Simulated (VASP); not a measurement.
Write the native input for VASP 6.6.1 that does the following.

```
Task                               : single point
Functional                         : HSE06
Potentials or basis                : VASP PAW PBE potentials, release 64 (Os)
Cutoff                             : 520 eV
k mesh                             : 6 × 6 × 6
Occupations                        : fermi-dirac, width 0.1 eV
Spin                               : no spin polarisation
Dipole correction                  : no
Grid for exact exchange (PRECFOCK) : Normal
Further INCAR settings             : ALGO = Normal; EDIFF = 1e-06; NBANDS = 10
Share of exact exchange            : 0.25
Screening parameter                : 0.2079 1/Å
```

The system is Os.

```xyz
1
Lattice="0.0000 1.8973 1.8973 1.8973 0.0000 1.8973 1.8973 1.8973 0.0000" Properties=species:S:1:pos:R:3 pbc="T T T"
Os    0.0000    0.0000    0.0000
```

This isn't the form of Os at room conditions, which is hcp.

The input as run:

POSCAR

```
Os
1.0
    0.0000000000      1.8972818149      1.8972818149
    1.8972818149      0.0000000000      1.8972818149
    1.8972818149      1.8972818149      0.0000000000
Os
1
Direct
    0.0000000000      0.0000000000      0.0000000000
```

INCAR.step1

```
SYSTEM = Os
PREC = Accurate
ENCUT = 520
EDIFF = 1E-5
ISMEAR = -1
SIGMA = 0.1
LREAL = .FALSE.
LASPH = .TRUE.
NELM = 100
ALGO = Normal
ISIF = 2
LWAVE = .TRUE.
GGA = PE
NBANDS = 10
```

INCAR.step2

```
SYSTEM = Os
PREC = Accurate
ENCUT = 520
EDIFF = 1E-6
ISMEAR = -1
SIGMA = 0.1
LREAL = .FALSE.
LASPH = .TRUE.
NELM = 100
ALGO = Normal
ISIF = 2
LWAVE = .FALSE.
LCHARG = .TRUE.
GGA = PE
LHFCALC = .TRUE.
HFSCREEN = 0.2079
PRECFOCK = Normal
LELF = .TRUE.
LVHAR = .TRUE.
ISTART = 1
NBANDS = 10
```

KPOINTS

```
regular mesh
0
G
  6 6 6
  0 0 0
```

Potentials or basis: VASP PAW PBE potentials, release 64 (Os).

Launch:

```bash
$ cat potpaw_PBE.64/Os/POTCAR > POTCAR
$ cp INCAR.step1 INCAR
$ mpirun -np 1 vasp_std > vasp.out
$ cp INCAR.step2 INCAR
$ mpirun -np 1 vasp_std > vasp.out
```

Results of the run:

| Property | Result |
| --- | --- |
| Pressure | 9.8 GPa |
| Band gap on the k mesh | zero (bands 4 and 5 overlap by 4.65 eV) |

Caveat: the k points lie up to 0.48 Å⁻¹ apart, too coarse for converged energies and pressures of a metal; the PAW data sets were made with another functional, which shifts forces and pressure a little; spin-orbit coupling is left out, which moves the levels of the heavy elements.

It took 12 min on 1 thread of Oxide Virtual Turin-like Processor (shared host), peak memory 0.2 GiB.
